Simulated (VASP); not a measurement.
Hg, 2 atoms in the cell. It takes space group P6_3/mmc (No. 194, hexagonal). The conventional cell has a = 3.464 Å, b = 3.464 Å, c = 5.762 Å, α = 90.00°, β = 90.00°, γ = 120.00°. Within 4.6 Å of Hg (site symmetry -6m2) lie 12 Hg at 3.46 to 3.51 Å. 

| Quantity | Value |
| --- | --- |
| Program | VASP 6.6.1 |
| Task | single point |
| Functional | PBE |
| Dispersion | D3(BJ) |
| Potentials or basis | VASP PAW PBE potentials, release 64 (Hg) |
| Cutoff | 520 eV |
| k mesh | 15 × 15 × 8 |
| Occupations | gaussian, width 0.15 eV |
| Spin | no spin polarisation |
| Dipole correction | no |
| Further INCAR settings | ALGO = Fast; EDIFF = 1e-06; NBANDS = 19 |

Potentials or basis: VASP PAW PBE potentials, release 64 (Hg).

Launch:

```sh
$ cat potpaw_PBE.64/Hg/POTCAR > POTCAR
$ mpirun -np 1 vasp_std > vasp.out
```

Hardware: 1 thread of Intel Xeon 8259CL, with other jobs on the host.

Task: How long does it take, and how much memory?

Result: Wall time 2.7 min on 1 thread of Intel Xeon 8259CL (shared host), peak memory 0.28 GiB. Counts: scf iterations 11, k points 135.
